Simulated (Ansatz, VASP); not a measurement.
**Two plane-wave programs on Rh**

```
Rh
1.0
     2.77899    0.00000    0.00000
    -1.38949    2.40667    0.00000
     0.00000    0.00000    4.47647
Rh
2
Direct
  0.33333 0.66667 0.25000
  0.66667 0.33333 0.75000
```

Alike in both runs: task single point; functional RPBE; k mesh 15 × 15 × 8; occupations fermi-dirac, width 0.1 eV; no spin polarisation.

```csv
,VASP,Ansatz
version,VASP 6.6.1,Ansatz 0.2.0
potentials or method,"VASP PAW PBE potentials, release 64 (Rh_pv), cutoff 520 eV","plane waves (420 eV) with PAW, scalar-relativistic"
valence electrons in the cell,30,34
```

```csv
,VASP,Ansatz,Ansatz less VASP
pressure (GPa),-8.2,-8.3,-0.11
"traceless stress, the component that is largest in VASP (GPa)",-0.30,-0.32,-0.021
```

VASP's potentials were made for PBE, not for RPBE. With one functional, cell and mesh, what is left measures potentials, basis and numerics. VASP's potentials hold 30 valence electrons a cell and Ansatz's 34, so a difference there can come from the potentials and not from the codes.
